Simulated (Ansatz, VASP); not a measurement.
BN: VASP beside Ansatz

Contents of INCAR:

```
ALGO = Normal ; EDIFF = 1E-6
ENCUT = 520 ; GGA = PS
ISIF = 2 ; ISMEAR = 0
LASPH = True ; LCHARG = True
LELF = True ; LREAL = False
LVHAR = True ; LWAVE = False
NBANDS = 16 ; NELM = 100
PREC = Accurate ; SIGMA = 0.05
```

Contents of KPOINTS:

```
k-points
0
Gamma
  12 12 4
```

The input POSCAR:

```
BN
1.0
    2.5587272532      0.0000000000      0.0000000000
   -1.2793636266      2.2159228027      0.0000000000
    0.0000000000      0.0000000000      7.5436396880
B N
2 2
Direct
    0.3333333333      0.6666666667      0.2500000000
    0.6666666667      0.3333333333      0.7500000000
    0.3333333333      0.6666666667      0.7500000000
    0.6666666667      0.3333333333      0.2500000000
```

Input for Ansatz:

```yaml
crystal:
  lattice:
    - [2.5587272532, 0.0, 0.0]
    - [-1.2793636266, 2.2159228027, 0.0]
    - [0.0, 0.0, 7.543639688]
  atoms:
    - { symbol: B, position: [0.3333333333, 0.6666666667, 0.25] }
    - { symbol: B, position: [0.6666666667, 0.3333333333, 0.75] }
    - { symbol: "N", position: [0.3333333333, 0.6666666667, 0.75] }
    - { symbol: "N", position: [0.6666666667, 0.3333333333, 0.25] }
basis:
  ecutwfc: 520.0
kpoints:
  mp_grid: { grid: [12, 12, 4] }
hamiltonian:
  xc: pbesol
  pseudopotentials: { kind: paw, azcp: { folder: soft_1 } }
scf:
  occupations: { method: gaussian, width: 0.05 }
output:
  forces: true
  stress: true
  eigenvalues: true
```

Alike in both runs: task single point; functional PBEsol; k mesh 12 × 12 × 4; occupations gaussian, width 0.05 eV; no spin polarisation.

```csv
,VASP,Ansatz
version,VASP 6.6.1,Ansatz 0.2.0
potentials or method,"VASP PAW PBE potentials, release 64 (B, N), cutoff 520 eV","scalar-relativistic, plane waves, PAW"
valence electrons in the cell,16,16
```

Ansatz gave:

```
gap on the k mesh at the Fermi level (eV)                     : 4.27
least direct gap on the mesh (eV)                             : 4.45
pressure (GPa)                                                : -12.7
traceless stress, the component that is largest in VASP (GPa) : 12.38
```

Question: What did VASP give for the same quantities?

Answer: gap on the k mesh at the Fermi level (eV): 4.26; least direct gap on the mesh (eV): 4.45; pressure (GPa): -12.4; traceless stress, the component that is largest in VASP (GPa): 11.92.

VASP's potentials were made for PBE, not for PBEsol, and Ansatz warns of the same on its side.
